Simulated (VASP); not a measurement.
# NaH (Fm-3m) in VASP: further runs

The runs below take NaH through G0W0 quasiparticle levels, with PBE.

Program: VASP 6.6.1. These are calculated values, not measurements. Logs are shortened: lines on timing, memory, paths and dates and some standing lists are left out, and cuts for length are marked.

### Step 1. The cell of the first run

The structure is cubic, space group Fm-3m (No. 225). The conventional cell has a = 4.795 Å, b = 4.795 Å, c = 4.795 Å, α = 90.00°, β = 90.00°, γ = 90.00°. Within 3.2 Å of Na (site symmetry m-3m) lie 6 H at 2.40 Å. H (site symmetry m-3m) has 6 Na at 2.40 Å within 3.2 Å.

### Step 2. G0W0 quasiparticle levels, PBE

POSCAR

```
NaH
1.0
    0.0000000000      2.3975116371      2.3975116371
    2.3975116371      0.0000000000      2.3975116371
    2.3975116371      2.3975116371      0.0000000000
Na H
1 1
Direct
    0.0000000000      0.0000000000      0.0000000000
    0.5000000000      0.5000000000      0.5000000000
```

INCAR.step1

```
ALGO = Normal
EDIFF = 1E-8
ENCUT = 500
GGA = PE
ISMEAR = 0
LASPH = True
LCHARG = False
LREAL = False
LWAVE = True
NELM = 60
PREC = Accurate
SIGMA = 0.01
```

INCAR.step2

```
ALGO = Exact
EDIFF = 1E-8
ENCUT = 500
GGA = PE
ISMEAR = 0
ISTART = 1
LASPH = True
LCHARG = False
LOPTICS = True
LREAL = False
LWAVE = True
NBANDS = 67
NELM = 1
PREC = Accurate
SIGMA = 0.01
```

INCAR.step3

```
ALGO = EVGW0
EDIFF = 1E-8
ENCUT = 500
ENCUTGW = 100.0
GGA = PE
ISMEAR = 0
ISTART = 1
LASPH = True
LCHARG = False
LREAL = False
LWAVE = False
NBANDS = 67
NBANDSGW = 13
NELMGW = 1
NOMEGA = 96
OMEGAMAX = 20
PREC = Accurate
PRECFOCK = Fast
SIGMA = 0.01
```

KPOINTS

```
k-points
0
Gamma
  6 6 6
```

Potentials or basis: VASP PAW PBE potentials, release 64 (Na_sv_GW, H_GW).

The run is started by

```sh
cat potpaw_PBE.64/Na_sv_GW/POTCAR potpaw_PBE.64/H_GW/POTCAR > POTCAR
cp INCAR.step1 INCAR
mpirun -np 1 vasp_std > vasp.out
cp INCAR.step2 INCAR
mpirun -np 1 vasp_std > vasp.out
cp INCAR.step3 INCAR
mpirun -np 1 vasp_std > vasp.out
```

OUTCAR:

```text
EDIFF = 1E-8
   ENCUT = 500
   ENCUTGW = 100.0
   GGA = PE
   ISMEAR = 0
   ISTART = 1
   LASPH = True
   LREAL = False
   NELMGW = 1
   PREC = Accurate
   PRECFOCK = Fast

 ion  position               nearest neighbor table
   1  0.000  0.000  0.000-
   2  0.500  0.500  0.500-

  LATTYP: Found a face centered cubic cell.
 ALAT       =     4.7950232742

  Lattice vectors:

 A1 = (   0.0000000000,   2.3975116371,   2.3975116371)
 A2 = (   2.3975116371,   0.0000000000,   2.3975116371)
 A3 = (   2.3975116371,   2.3975116371,   0.0000000000)

Analysis of symmetry for initial positions (statically):
=====================================================================
 Subroutine PRICEL returns:
 Original cell was already a primitive cell.

 Routine SETGRP: Setting up the symmetry group for a
 face centered cubic supercell.

 Subroutine GETGRP returns: Found 48 space group operations
 (whereof 48 operations were pure point group operations)
 out of a pool of 48 trial point group operations.

The static configuration has the point symmetry O_h .

Analysis of symmetry for dynamics (positions and initial velocities):
=====================================================================
 Subroutine PRICEL returns:
 Original cell was already a primitive cell.

 Routine SETGRP: Setting up the symmetry group for a
 face centered cubic supercell.

 Subroutine GETGRP returns: Found 48 space group operations
 (whereof 48 operations were pure point group operations)
 out of a pool of 48 trial point group operations.

The dynamic configuration has the point symmetry O_h .

 Subroutine INISYM returns: Found 48 space group operations
 (whereof 48 operations are pure point group operations),
 and found     1 'primitive' translations

----------------------------------------------------------------------------------------

                                     Primitive cell

  volume of cell :      27.5621

  direct lattice vectors                    reciprocal lattice vectors
     0.000000000  2.397511637  2.397511637    -0.208549561  0.208549561  0.208549561
     2.397511637  0.000000000  2.397511637     0.208549561 -0.208549561  0.208549561
     2.397511637  2.397511637  0.000000000     0.208549561  0.208549561 -0.208549561

  length of vectors
     3.390593473  3.390593473  3.390593473     0.361218436  0.361218436  0.361218436

  position of ions in fractional coordinates (direct lattice)
     0.000000000  0.000000000  0.000000000
     0.500000000  0.500000000  0.500000000

  ion indices of the primitive-cell ions
   primitive index   ion index
                 1           1
                 2           2

----------------------------------------------------------------------------------------

 KPOINTS: k-points

Automatic generation of k-mesh.
 Grid dimensions read from file:
 generate k-points for:    6    6    6

 Generating k-lattice:

  Cartesian coordinates                     Fractional coordinates (reciprocal lattice)
    -0.034758260  0.034758260  0.034758260     0.166666667  0.000000000  0.000000000
     0.034758260 -0.034758260  0.034758260     0.000000000  0.166666667  0.000000000
     0.034758260  0.034758260 -0.034758260     0.000000000  0.000000000  0.166666667

  Length of vectors
     0.060203073  0.060203073  0.060203073

  Shift w.r.t. Gamma in fractional coordinates (k-lattice)
     0.000000000  0.000000000  0.000000000

 Subroutine IBZKPT returns following result:
 ===========================================

 Found     16 irreducible k-points:

 Following reciprocal coordinates:
            Coordinates               Weight
  0.000000  0.000000  0.000000      1.000000
  0.166667  0.000000  0.000000      8.000000
  0.333333  0.000000  0.000000      8.000000
  0.500000  0.000000  0.000000      4.000000
  0.166667  0.166667  0.000000      6.000000
  0.333333  0.166667  0.000000     24.000000
[... 8 lines left out ...]
 -0.333333  0.333333  0.166667     24.000000
 -0.333333  0.500000  0.166667     12.000000
   k-points           NKPTS =     16   k-points in BZ     NKDIM =    216   number of bands    NBANDS=     67
   number of dos      NEDOS =    301   number of ions     NIONS =      2
   total plane-waves  NPLWV =  21952
   dimension x,y,z NGX =    28 NGY =   28 NGZ =   28
   dimension x,y,z NGXF=    56 NGYF=   56 NGZF=   56
   ions per type =               1   1
   NGX,Y,Z   is equivalent  to a cutoff of  13.73, 13.73, 13.73 a.u.
   NGXF,Y,Z  is equivalent  to a cutoff of  27.46, 27.46, 27.46 a.u.
 SYSTEM =  unknown system
   PREC   = accura    normal or accurate (medium, high low for compatibility)
   ISTART =      1    job   : 0-new  1-cont  2-samecut
   ICHARG =      0    charge: 1-file 2-atom 10-const
   ISPIN  =      1    spin polarized calculation?
   LNONCOLLINEAR =      F non collinear calculations
   LSORBIT =      F    spin-orbit coupling
   LASPH  =      T    aspherical Exc in radial PAW
   ENCUT  =  500.0 eV  36.75 Ry    6.06 a.u.   6.18  6.18  6.18*2*pi/ulx,y,z
   NELM   =     60;   NELMIN=  2; NELMDL=  0     # of ELM steps
   EDIFF  = 0.1E-07   stopping-criterion for ELM
   LREAL  =      F    real-space projection
   EDIFFG = 0.1E-06   stopping-criterion for IOM
   NSW    =      0    number of steps for IOM
   IBRION =     -1    ionic relax: 0-MD 1-quasi-New 2-CG
   NFREE  =      0    steps in history (QN), initial steepest desc. (CG)
   ISIF   =      0    stress and relaxation
   ISYM   =      3    0-nonsym 1-usesym 2-fastsym
   POTIM  = 0.5000    time-step for ionic-motion
   TEBEG  =    0.0;   TEEND  =   0.0 temperature during run
   PSTRESS=    0.0 pullay stress
   NELECT =      10.0000    total number of electrons
   NUPDOWN=      -1.0000    fix difference up-down
   EMIN   =  10.00;   EMAX   =-10.00  energy-range for DOS
   EFERMI =   0.00;   METHOD = LEGACY
   ISMEAR =     0;   SIGMA  =   0.01  broadening in eV -4-tet -1-fermi 0-gaus
   EFERMI_NEDOS =   21; number of points for ismear=-14 and -15
   IALGO  =     38    algorithm
   IMIX   =      4    mixing-type and parameters
     AMIX     =   0.40;   BMIX     =  1.00
     AMIX_MAG =   1.60;   BMIX_MAG =  1.00
  volume/ion in A,a.u.               =      13.78        93.00
  Fermi-wavevector in a.u.,A,eV,Ry     =   1.167627  2.206495 18.549539  1.363353
  Thomas-Fermi vector in A             =   2.304125
   LORBIT       =      0    0 simple, 1 ext, 2 COOP (PROOUT), +10 PAW based schemes
   GGA     = PE    functional components
   LHFCALC =     T    Hartree Fock is set to
   PRECFOCK=fast      Normal, Fast or Accurate (Low or Medium for compatibility)
   ENCUT4O =  -1.0   cutoff for four orbital integrals eV
   NKREDX  =     1    reduce k-point grid by
   NKREDY  =     1    reduce k-point grid by
   NKREDZ  =     1    reduce k-point grid by
   AEXX    =    1.0000 exact exchange contribution
   HFSCREEN=    0.0000 screening length (either q_TF or 0.3 A-1)
   HFSCREENC=   0.0000 screening length for correlation (either q_TF or 0.3 A-1)
   ENCUTFOCK=  -1.0 apply spherical cutoff to Coloumb kernel
   IVDW    =     0    specifies the selected vdW correction
   LEPSILON=     F    determine dielectric tensor
   LRPA    =     F    only Hartree local field effects (RPA)
   LRPAFORCE           =     F    calculate RPA forces
   ENCUTGW             = 100.0    cutoff for response function in eV
   ENCUTGWSOFT         =  80.0    soft cutoff for Coulomb kernel in GW response function in eV
   ENCUTLF             =  -1.0    cutoff for local field effects
   NELMGW              =     1    number of iterations in solving QP/BSE equation
   NELMHF              =     1    number of iterations in the inner HF iteration
   NKREDLFX            =     1    NKREDLFY  =   1   NKREDLFZ  =   1
 non-spin polarized calculation
 Gauss-broadening in eV      SIGMA  =   0.01
  energy-cutoff  :      500.00
  volume of cell :       27.56
 maximum number of plane-waves:       725
 NGX is ok and might be reduce to    28
  NGX = 14; NGY = 14; NGZ = 14
   NGX = 13   NGY = 13   NGZ = 13
 maximum number of plane-waves:        70
 NGX is ok and might be reduce to    14

 QP shifts <psi_nk| G(iteration)W_0 |psi_nk>: iteration 1
 for sc-GW calculations column KS-energies equals QP-energies in previous step
 and V_xc(KS)=  KS-energies - (<T + V_ion + V_H > + <T+V_H+V_ion>^1  + <V_x>^1)

 k-point   1 :       0.0000    0.0000    0.0000
  band No.  KS-energies  QP-energies   sigma(KS)   V_xc(KS)     V^pw_x(r,r')   Z            occupation Imag(sigma)

      1     -51.2685     -60.5948     -41.9283     -29.2635     -49.1299       0.7364       2.0000       0.2923
      2     -23.1699     -28.6464     -35.6470     -28.3907     -41.4277       0.7547       2.0000       0.0774
      3     -23.1699     -28.6464     -35.6470     -28.3907     -41.4277       0.7547       2.0000       0.0774
      4     -23.1699     -28.6464     -35.6470     -28.3907     -41.4277       0.7547       2.0000       0.0774
      5      -4.7813      -6.2904     -11.1576      -8.9103     -13.9485       0.6715       2.0000       0.1613
      6       9.5326      10.4400      -9.4763     -10.8030      -4.9619       0.6839       0.0000      -0.2774
      7      14.6682      15.1788      -5.8050      -6.4634      -1.2546       0.7754       0.0000      -0.7578
      8      14.6682      15.1788      -5.8050      -6.4634      -1.2546       0.7754       0.0000      -0.7578
      9      14.6682      15.1788      -5.8050      -6.4634      -1.2546       0.7754       0.0000      -0.7578
     10      15.5868      16.8230      -7.2954      -8.7693      -2.8619       0.8387       0.0000      -0.9600
     11      15.5868      16.8230      -7.2954      -8.7693      -2.8619       0.8387       0.0000      -0.9600
     12      15.5868      16.8230      -7.2954      -8.7693      -2.8619       0.8387       0.0000      -0.9600
     13      16.5140      16.7608      -5.1049      -5.4083      -0.5889       0.8133       0.0000      -1.3146

 k-point   2 :       0.1667    0.0000    0.0000
  band No.  KS-energies  QP-energies   sigma(KS)   V_xc(KS)     V^pw_x(r,r')   Z            occupation Imag(sigma)
[... 239 lines left out ...]
      1     -51.2585     -60.7016     -41.9497     -29.2833     -49.1495       0.7455       2.0000       0.2908
      2     -23.2458     -28.6546     -35.4287     -28.1950     -41.2015       0.7477       2.0000       0.0810
      3     -23.2178     -28.6413     -35.5104     -28.2699     -41.2876       0.7491       2.0000       0.0791
      4     -23.2055     -28.6377     -35.5492     -28.3005     -41.3264       0.7494       2.0000       0.0789
      5      -1.1538      -2.6278     -12.5712     -10.5876     -14.2415       0.7431       2.0000       0.0544
      6       4.1953       4.8615      -6.6644      -7.4999      -3.4909       0.7974       0.0000      -0.0641
      7       6.0925       6.7529      -6.3774      -7.2280      -2.8213       0.7765       0.0000      -0.0887
      8       7.7633       8.6687      -7.0059      -8.1982      -3.1803       0.7594       0.0000      -0.1181
      9      14.0436      14.6264      -6.2616      -6.9855      -1.7355       0.8051       0.0000      -0.7569
     10      14.2341      15.2310      -8.0298      -9.3028      -3.3255       0.7831       0.0000      -0.7847
     11      19.9758      21.3164      -7.3024      -8.9117      -2.5266       0.8330       0.0000      -1.3018
     12      20.1065      20.9536      -5.8899      -6.8698      -1.3350       0.8646       0.0000      -1.3360
     13      24.0351      25.4288      -7.2660      -8.9888      -2.3632       0.8090       0.0000      -1.5189
```

Wall time 4.1 min (1 thread of Intel Xeon Platinum 8259CL at 2.50GHz (Skylake/Cascade Lake), shared host); peak memory 0.39 GiB.

Results:

| Item | Value |
| --- | --- |
| Quasiparticle gap | 6.04 eV |
| Least direct quasiparticle gap | 6.94 eV |
| Band gap of the starting levels on the mesh | 3.85 eV |
| Least direct gap of the starting levels on the mesh | 4.68 eV |

Caveat: the k points lie up to 0.38 Å⁻¹ apart; bands, screening cutoff and mesh are small and nothing is extrapolated, so the quasiparticle values aren't converged.

### Step 3. G0W0 quasiparticle levels, PBE

POSCAR is that of step 2.

INCAR.step1

```
SYSTEM = NaH
ALGO = Normal ; EDIFF = 1E-8
ENCUT = 500 ; GGA = PE
ISMEAR = 0 ; LASPH = .True.
LCHARG = .False. ; LREAL = .False.
LWAVE = .True. ; NELM = 60
PREC = Accurate ; SIGMA = 0.01
```

INCAR.step2

```
SYSTEM = NaH
ALGO = Exact ; EDIFF = 1E-8
ENCUT = 500 ; GGA = PE
ISMEAR = 0 ; ISTART = 1
LASPH = .True. ; LCHARG = .False.
LOPTICS = .True. ; LREAL = .False.
LWAVE = .True. ; NBANDS = 49
NELM = 1 ; PREC = Accurate
SIGMA = 0.01
```

INCAR.step3

```
SYSTEM = NaH
ALGO = EVGW0 ; EDIFF = 1E-8
ENCUT = 500 ; ENCUTGW = 80.0
GGA = PE ; ISMEAR = 0
ISTART = 1 ; LASPH = .True.
LCHARG = .False. ; LREAL = .False.
LWAVE = .False. ; NBANDS = 49
NBANDSGW = 13 ; NELMGW = 1
NOMEGA = 96 ; OMEGAMAX = 20
PREC = Accurate ; PRECFOCK = Fast
SIGMA = 0.01
```

KPOINTS

```
k-points
0
Gamma
  8 8 8
  0 0 0
```

Potentials or basis: VASP PAW PBE potentials, release 64 (Na_sv_GW, H_GW).

The run is started by

```sh
cat potpaw_PBE.64/Na_sv_GW/POTCAR potpaw_PBE.64/H_GW/POTCAR > POTCAR
cp INCAR.step1 INCAR
mpirun -np 1 vasp_std > vasp.out
cp INCAR.step2 INCAR
mpirun -np 1 vasp_std > vasp.out
cp INCAR.step3 INCAR
mpirun -np 1 vasp_std > vasp.out
```

OUTCAR:

```text
SYSTEM = NaH
   EDIFF = 1E-8
   ENCUT = 500
   ENCUTGW = 80.0
   GGA = PE
   ISMEAR = 0
   ISTART = 1
   LASPH = .True.
   LREAL = .False.
   NELMGW = 1
   PREC = Accurate
   PRECFOCK = Fast

 ion  position               nearest neighbor table
   1  0.000  0.000  0.000-
   2  0.500  0.500  0.500-

  LATTYP: Found a face centered cubic cell.
 ALAT       =     4.7950232742

  Lattice vectors:

 A1 = (   0.0000000000,   2.3975116371,   2.3975116371)
 A2 = (   2.3975116371,   0.0000000000,   2.3975116371)
 A3 = (   2.3975116371,   2.3975116371,   0.0000000000)

Analysis of symmetry for initial positions (statically):
=====================================================================
[... 170 lines left out ...]
 non-spin polarized calculation
 Gauss-broadening in eV      SIGMA  =   0.01
  energy-cutoff  :      500.00
  volume of cell :       27.56
 maximum number of plane-waves:       725
 NGX is ok and might be reduce to    28
  NGX = 16; NGY = 16; NGZ = 16
   NGX = 13   NGY = 13   NGZ = 13
 maximum number of plane-waves:        59
 NGX is ok and might be reduce to    14

 QP shifts <psi_nk| G(iteration)W_0 |psi_nk>: iteration 1
 for sc-GW calculations column KS-energies equals QP-energies in previous step
 and V_xc(KS)=  KS-energies - (<T + V_ion + V_H > + <T+V_H+V_ion>^1  + <V_x>^1)

 k-point   1 :       0.0000    0.0000    0.0000
  band No.  KS-energies  QP-energies   sigma(KS)   V_xc(KS)     V^pw_x(r,r')   Z            occupation Imag(sigma)

      1     -51.2686     -61.3564     -42.7476     -29.2634     -49.1306       0.7481       2.0000       0.3266
      2     -23.1699     -29.0186     -36.0974     -28.3906     -41.4323       0.7589       2.0000       0.0791
      3     -23.1699     -29.0186     -36.0974     -28.3906     -41.4323       0.7589       2.0000       0.0791
      4     -23.1699     -29.0186     -36.0974     -28.3906     -41.4323       0.7589       2.0000       0.0791
      5      -4.7813      -6.2465     -11.0947      -8.9103     -13.9479       0.6707       2.0000       0.1661
      6       9.5327      10.5618      -9.3142     -10.8031      -4.9619       0.6912       0.0000      -0.2776
      7      14.6683      15.2193      -5.7617      -6.4633      -1.2549       0.7853       0.0000      -0.7607
      8      14.6683      15.2193      -5.7617      -6.4633      -1.2549       0.7853       0.0000      -0.7607
      9      14.6683      15.2193      -5.7617      -6.4633      -1.2549       0.7853       0.0000      -0.7607
     10      15.5868      16.8785      -7.2482      -8.7693      -2.8624       0.8492       0.0000      -0.9660
     11      15.5868      16.8785      -7.2482      -8.7693      -2.8624       0.8492       0.0000      -0.9660
     12      15.5868      16.8785      -7.2482      -8.7693      -2.8624       0.8492       0.0000      -0.9660
     13      16.5141      16.8074      -5.0638      -5.4083      -0.5889       0.8517       0.0000      -1.3401
[... 378 lines left out ...]
      1     -51.2598     -61.4237     -42.7663     -29.2808     -49.1489       0.7537       2.0000       0.3262
      2     -23.2554     -29.0255     -35.8611     -28.1649     -41.1856       0.7497       2.0000       0.0841
      3     -23.2067     -29.0037     -35.9935     -28.2972     -41.3263       0.7532       2.0000       0.0804
      4     -23.1899     -29.0077     -36.0432     -28.3420     -41.3773       0.7555       2.0000       0.0795
      5      -1.5972      -3.0443     -12.3840     -10.4306     -14.2510       0.7408       2.0000       0.0626
      6       3.4924       4.2411      -6.4507      -7.3809      -3.3508       0.8049       0.0000      -0.0597
      7       6.8027       7.5305      -6.7802      -7.7349      -3.1570       0.7624       0.0000      -0.1027
      8      10.0705      10.8593      -6.8950      -7.9381      -2.7887       0.7562       0.0000      -0.2803
      9      14.0465      14.8913      -7.5100      -8.6030      -2.8873       0.7729       0.0000      -0.8240
     10      15.2734      16.1225      -6.4112      -7.4727      -1.9159       0.7999       0.0000      -0.8410
     11      18.5312      19.3834      -6.6759      -7.7574      -1.9516       0.7879       0.0000      -1.1607
     12      20.6618      21.9618      -6.5577      -8.0501      -2.0460       0.8711       0.0000      -1.3656
     13      21.1486      22.4609      -6.6992      -8.2420      -2.1830       0.8506       0.0000      -1.2729

 [... further k-points ...]
```

OUTCAR.step2:

```text
SYSTEM = NaH
   EDIFF = 1E-8
   ENCUT = 500
   GGA = PE
[... 1038 lines left out ...]
  --------------------------------------------------------------------------------------------------------------
     0.00000     3.15476     3.15476     3.15476     0.00000     0.00000    -0.00000
     1.55851     3.31110     3.31110     3.31110     0.00000     0.00000    -0.00000
     3.11702     4.00663     4.00663     4.00663     0.00000     0.00000    -0.00000
     4.67554     8.18042     8.18042     8.18042     0.00000     0.00000    -0.00000
     6.23405    -0.57123    -0.57123    -0.57123    -0.00000    -0.00000     0.00000
     7.79256    -1.05156    -1.05156    -1.05156    -0.00000    -0.00000     0.00000
[... 92 lines left out ...]
   152.73418     0.98329     0.98329     0.98329    -0.00000    -0.00000     0.00000
   154.29269     0.98370     0.98370     0.98370    -0.00000    -0.00000     0.00000
```

Run time: 13 min. Hardware: 1 thread of AMD EPYC 9R45 (Zen 5), shared host; peak memory 0.66 GiB.

What came out:

```yaml
Quasiparticle_gap: 5.94 eV
Least_direct_quasiparticle_gap: 6.90 eV
Band_gap_of_the_starting_levels_on_the_mesh: 3.81 eV
Least_direct_gap_of_the_starting_levels_on_the_mesh: 4.68 eV
```

Caveat: bands, screening cutoff and mesh are small and nothing is extrapolated, so the quasiparticle values aren't converged.
